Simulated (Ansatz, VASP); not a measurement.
One calculation of SrTiO3, two programs

The input INCAR:

```
ALGO = Normal ; EDIFF = 1E-6
ENCUT = 520 ; GGA = PE
ISIF = 2 ; ISMEAR = 0
LASPH = True ; LCHARG = False
LREAL = False ; LWAVE = False
NBANDS = 28 ; NELM = 100
PREC = Accurate ; SIGMA = 0.05
```

The input KPOINTS:

```
k-points
0
Gamma
  8 8 8
```

POSCAR

```
SrTiO3
1.0
    3.8444942777      0.0000000000      0.0000000000
    0.0000000000      3.8444942777      0.0000000000
    0.0000000000      0.0000000000      4.1202397589
Sr Ti O
1 1 3
Direct
    0.0027341017      0.0000000000      0.0000000000
    0.5129076915      0.5000000000      0.5000000000
   -0.0195101656      0.5000000000      0.5000000000
    0.4829592060      0.0000000000      0.5000000000
    0.4829592060      0.5000000000      0.0000000000
```

Input for Ansatz:

```yaml
crystal:
  lattice:
    - [3.8444942777, 0.0, 0.0]
    - [0.0, 3.8444942777, 0.0]
    - [0.0, 0.0, 4.1202397589]
  atoms:
    - { symbol: Sr, position: [0.0027341017, 0.0, 0.0] }
    - { symbol: Ti, position: [0.5129076915, 0.5, 0.5] }
    - { symbol: O, position: [-0.0195101656, 0.5, 0.5] }
    - { symbol: O, position: [0.482959206, 0.0, 0.5] }
    - { symbol: O, position: [0.482959206, 0.5, 0.0] }
basis:
  ecutwfc: 520.0
kpoints:
  mp_grid: { grid: [8, 8, 8] }
hamiltonian:
  xc: pbe
  pseudopotentials: { kind: paw, azcp: { folder: soft_1 } }
scf:
  occupations: { method: gaussian, width: 0.05 }
output:
  forces: true
  stress: true
  eigenvalues: true
```

Change from the starting cell: mode 1 frozen in at -0.077 Å, strain +e along z and -e/2 along x and y +0.0467.

Alike in both runs: task single point; functional PBE; k mesh 8 × 8 × 8; occupations gaussian, width 0.05 eV; no spin polarisation.

```csv
,VASP,Ansatz
version,VASP 6.6.1,Ansatz 0.2.0
potentials or method,"VASP PAW PBE potentials, release 64 (Sr_sv, Ti_sv, O), cutoff 520 eV","scalar-relativistic, plane waves, PAW"
valence electrons in the cell,40,40
```

```tsv
	VASP	Ansatz	Ansatz less VASP
gap on the k mesh at the Fermi level (eV)	1.83	1.87	+0.038
least direct gap on the mesh (eV)	2.35	2.37	+0.023
pressure (GPa)	3.4	2.8	-0.62
traceless stress, the component that is largest in VASP (GPa)	-10.26	-10.06	+0.195
rms of the force components (eV/Å)	0.255	0.231	-0.0246
```

Atom by atom the forces differ by 0.025 eV/Å (rms over components).
